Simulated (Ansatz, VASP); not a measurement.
Two plane-wave programs on AlN

Contents of INCAR:

```
PREC = Accurate
ENCUT = 520
EDIFF = 1E-7
ISMEAR = 0
SIGMA = 0.05
LREAL = F
LASPH = T
NELM = 60
ALGO = Normal
ISIF = 2
LWAVE = F
LCHARG = F
GGA = PS
NBANDS = 16
```

KPOINTS

```
Automatic mesh
0
Gamma
  9 9 6
```

The input POSCAR:

```
AlN
1.0
    3.2398618285      0.0000000000      0.0000000000
   -1.6199309143      2.8058026482      0.0000000000
    0.0000000000      0.0000000000      4.4020002664
Al N
2 2
Direct
    0.3333333333      0.6666666667      0.7500000000
    0.6666666667      0.3333333333      0.2500000000
    0.3333333333      0.6666666667      0.2500000000
    0.6666666667      0.3333333333      0.7500000000
```

Input for Ansatz:

```yaml
crystal:
  lattice:
    - [3.2398618285, 0.0, 0.0]
    - [-1.6199309143, 2.8058026482, 0.0]
    - [0.0, 0.0, 4.4020002664]
  atoms:
    - { symbol: Al, position: [0.3333333333, 0.6666666667, 0.75] }
    - { symbol: Al, position: [0.6666666667, 0.3333333333, 0.25] }
    - { symbol: "N", position: [0.3333333333, 0.6666666667, 0.25] }
    - { symbol: "N", position: [0.6666666667, 0.3333333333, 0.75] }
basis:
  ecutwfc: 520.0
kpoints:
  mp_grid: { grid: [9, 9, 6] }
hamiltonian:
  xc: pbesol
  pseudopotentials: { kind: paw, azcp: { folder: soft_1 } }
scf:
  occupations: { method: gaussian, width: 0.05 }
output:
  forces: true
  stress: true
  eigenvalues: true
  write_density: true
  write_potential: true
  elf: true
  volumetric_format: npy
```

Alike in both runs: task single point; functional PBEsol; k mesh 9 × 9 × 6; occupations gaussian, width 0.05 eV; no spin polarisation.

|  | VASP | Ansatz |
| --- | --- | --- |
| version | VASP 6.6.1 | Ansatz 0.2.0 |
| potentials or method | VASP PAW PBE potentials, release 64 (Al, N), cutoff 520 eV | scalar-relativistic, plane waves, PAW |
| valence electrons in the cell | 16 | 16 |

```tsv
	VASP	Ansatz	Ansatz less VASP
gap on the k mesh at the Fermi level (eV)	2.98	2.97	-0.014
least direct gap on the mesh (eV)	2.98	2.97	-0.014
pressure (GPa)	-0.9	-1.0	-0.01
traceless stress, the component that is largest in VASP (GPa)	-8.46	-8.37	+0.098
```

VASP's potentials were made for PBE, not for PBEsol, and Ansatz warns of the same on its side.
